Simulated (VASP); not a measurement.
Here is a VASP 6.6.1 calculation.

File INCAR:

```
SYSTEM = Se
PREC = Accurate
ENCUT = 520
EDIFF = 1E-6
ISMEAR = -1
SIGMA = 0.1
LREAL = .FALSE.
LASPH = .TRUE.
NELM = 100
ALGO = Normal
ISIF = 2
LWAVE = .FALSE.
LCHARG = .TRUE.
GGA = B5
ALDAX = 1.0
AGGAX = 1.0
AGGAC = 1.0
ALDAC = 0.0
LELF = .TRUE.
LVHAR = .TRUE.
NBANDS = 13
```

Contents of KPOINTS:

```
regular mesh
0
G
  10 10 10
  0 0 0
```

File POSCAR:

```
Se
1.0
    0.0000000000      3.2891906010      3.2891906010
    3.2891906010      0.0000000000      3.2891906010
    3.2891906010      3.2891906010      0.0000000000
Se
2
Direct
    0.1250000000      0.1250000000      0.1250000000
    0.8750000000      0.8750000000      0.8750000000
```

Potentials or basis: VASP PAW PBE potentials, release 64 (Se).

The run is started by

```console
$ cat potpaw_PBE.64/Se/POTCAR > POTCAR
$ mpirun -np 1 vasp_std > vasp.out
```

Q: Estimate the pressure.

A: -1.1 GPa.

Q: Estimate the band gap on the k mesh.

A: Zero (band 6 reaches 1.72 eV, above the bottom of band 7 at 0.81 eV).

Caveat: the PAW data sets were made with another functional, which shifts forces and pressure a little.
